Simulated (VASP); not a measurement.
BiB, 2 atoms in the cell. The structure is cubic, space group Pm-3m (No. 221). The conventional cell has a = 3.370 Å, b = 3.370 Å, c = 3.370 Å, α = 90.00°, β = 90.00°, γ = 90.00°. B (site symmetry m-3m) has 8 Bi at 2.92 Å and 6 B at 3.37 Å within 3.8 Å. Bi (site symmetry m-3m) has 8 B at 2.92 Å and 6 Bi at 3.37 Å within 3.8 Å. 

```yaml
Program: VASP 6.6.1
Task: single point
Functional: PBE
Potentials_or_basis: VASP PAW PBE potentials, release 64 (B, Bi_d)
Cutoff: 520 eV
k_mesh: 6 × 6 × 6
Occupations: fermi-dirac, width 0.02 eV
Spin: no spin polarisation
Dipole_correction: no
Further_INCAR_settings: ALGO = Normal; EDIFF = 1e-06; NBANDS = 16
```

Potentials or basis: VASP PAW PBE potentials, release 64 (B, Bi_d).

Launch:

```bash
$ cat potpaw_PBE.64/B/POTCAR potpaw_PBE.64/Bi_d/POTCAR > POTCAR
$ mpirun -np 1 vasp_std > vasp.out
```

Hardware: 1 thread of Intel(R) Xeon(R) 6975P-C (Granite Rapids) (shared host).

Question: Estimate the wall time of this run.

Answer: Wall time 11 s on 1 thread of Intel(R) Xeon(R) 6975P-C (Granite Rapids), on a shared host, peak memory 0.15 GiB. Counts: scf iterations 11, k points 20.
